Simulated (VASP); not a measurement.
LiNbO3, 5 atoms in the cell. The structure is cubic, space group Pm-3m (No. 221). Conventional cell: a = 3.933 Å, b = 3.933 Å, c = 3.933 Å, α = 90.00°, β = 90.00°, γ = 90.00°. Within 3.7 Å of Li (site symmetry m-3m) lie 12 O at 2.78 Å and 8 Nb at 3.41 Å. Within 2.6 Å of Nb (site symmetry m-3m) lie 6 O at 1.97 Å. Within 2.6 Å of O (site symmetry 4/mmm) lie 2 Nb at 1.97 Å. 

- Program: VASP 6.6.1
- Task: single point
- Functional: PBE
- Potentials or basis: VASP PAW PBE potentials, release 64 (Li_sv, Nb_sv, O)
- Cutoff: 520 eV
- k mesh: 4 × 4 × 4
- Occupations: gaussian, width 0.01 eV
- Spin: non-collinear spin, zero start, spin-orbit coupling
- Starting moments: [[0.0, 0.0, 0.0], [0.0, 0.0, 0.0], [0.0, 0.0, 0.0], [0.0, 0.0, 0.0], [0.0, 0.0, 0.0]] μB
- Dipole correction: no
- Further INCAR settings: ALGO = Normal; EDIFF = 1e-06; NBANDS = 49

Potentials or basis: VASP PAW PBE potentials, release 64 (Li_sv, Nb_sv, O).

The run is started by

```console
$ cat potpaw_PBE.64/Li_sv/POTCAR potpaw_PBE.64/Nb_sv/POTCAR potpaw_PBE.64/O/POTCAR > POTCAR
$ mpirun -np 1 vasp_ncl > vasp.out
```

Hardware: 1 thread of AMD EPYC 7R43 64-Core Processor (Zen 3), with other jobs on the host.

Task: How long does it take, and how much memory?

Result: Wall time 74 s on 1 thread of AMD EPYC 7R43 64-Core Processor (Zen 3), on a shared host, peak memory 0.26 GiB. Counts: scf iterations 14, k points 10.
